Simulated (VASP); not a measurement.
Crystal: CuO.

```xyz
4
Lattice="2.3878 -1.7449 0.0000 2.3878 1.7449 0.0000 -0.8667 0.0000 5.1571" Properties=species:S:1:pos:R:3 pbc="T T T"
Cu    0.7605   -0.8724    2.5785
Cu    1.1939    0.8724    0.0000
O     1.7378    0.2848    3.8678
O     2.1711   -0.2848    1.2893
```

Base run:

- Program: VASP 6.6.1
- Functional: revPBE
- Dispersion: D3(BJ)
- Potentials or basis: VASP PAW PBE potentials, release 64 (Cu, O)
- Cutoff: 520 eV
- k mesh: 10 × 10 × 5
- Occupations: fermi-dirac, width 0.05 eV
- Spin: no spin polarisation

Its results: band gap on the k mesh zero (bands 17 and 18 overlap by 0.60 eV); pressure -7.3 GPa; largest force 0.342 eV/Å.

Task: The run is repeated on the same cell with these changes: functional from revPBE to BLYP. What comes out?

Result: Band gap on the k mesh zero (bands 17 and 18 overlap by 0.59 eV); pressure -5.7 GPa; largest force 0.354 eV/Å.

Caveats: the cell stands under tension; the PAW data sets were made with another functional, which shifts forces and pressure a little; semilocal functionals often make such compounds metallic where correlation or magnetic order opens a gap, which also shifts bond lengths.
